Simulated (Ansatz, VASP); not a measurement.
This is a calculation of C for Ansatz 0.2.0.

input.yaml

```yaml
crystal:
  lattice:
    - [0.0, 1.7469644787, 1.7469644787]
    - [1.7469644787, 0.0, 1.7469644787]
    - [1.7469644787, 1.7469644787, 0.0]
  atoms:
    - { symbol: C, position: [0.75, 0.75, 0.75] }
    - { symbol: C, position: [0.5, 0.5, 0.5] }
hamiltonian:
  xc: lda
  pseudopotentials: { kind: paw }
kpoints:
  mp_grid: { grid: [13, 13, 13] }
scf:
  occupations: { method: gaussian, width: 0.05 }
output:
  forces: true
  stress: true
  eigenvalues: true
```

Potentials or basis: Ansatz PAW.

Run with:

```console
$ ansatz run input.yaml --threads 2 --pin off --max-ram 5632MiB --backend cpu --events-out ev --progress --plain --runs-dir out
```

**Question.** Set up the same calculation for VASP 6.6.1. Potentials there: VASP PAW LDA potentials, release 64 (C_h).

**Answer.** As run (the cutoff follows the program's own potentials):

File INCAR:

```
PREC = Accurate
ENCUT = 1300
EDIFF = 1E-6
ISMEAR = 0
SIGMA = 0.05
LREAL = False
LASPH = True
NELM = 120
ALGO = Normal
ISIF = 2
LWAVE = False
LCHARG = True
LELF = True
LVHAR = True
NBANDS = 11
GGA_COMPAT = False
```

Contents of KPOINTS:

```
Automatic mesh
0
Gamma
  13 13 13
```

POSCAR

```
C
1.0
    0.0000000000      1.7469644787      1.7469644787
    1.7469644787      0.0000000000      1.7469644787
    1.7469644787      1.7469644787      0.0000000000
C
2
Direct
    0.7500000000      0.7500000000      0.7500000000
    0.5000000000      0.5000000000      0.5000000000
```

Potentials or basis: VASP PAW LDA potentials, release 64 (C_h).

The run is started by

```bash
$ cat potpaw_LDA.64/C_h/POTCAR > POTCAR
$ mpirun -np 1 vasp_std > vasp.out
```

Both were run:

|  | VASP | Ansatz | Ansatz less VASP |
| --- | --- | --- | --- |
| gap on the k mesh at the Fermi level (eV) | 4.26 | 4.26 | +0.003 |
| least direct gap on the mesh (eV) | 5.72 | 5.72 | -0.003 |
| pressure (GPa) | 17.0 | 16.0 | -1.02 |

LDA's correlation is that of Perdew and Zunger in VASP and of Perdew and Wang (1992) in Ansatz.

Noted on Ansatz's run: Pulay correction over one GPa; odd divisions of the mesh miss points on the zone boundary, where band edges often lie, so the gap on the mesh can be too wide.
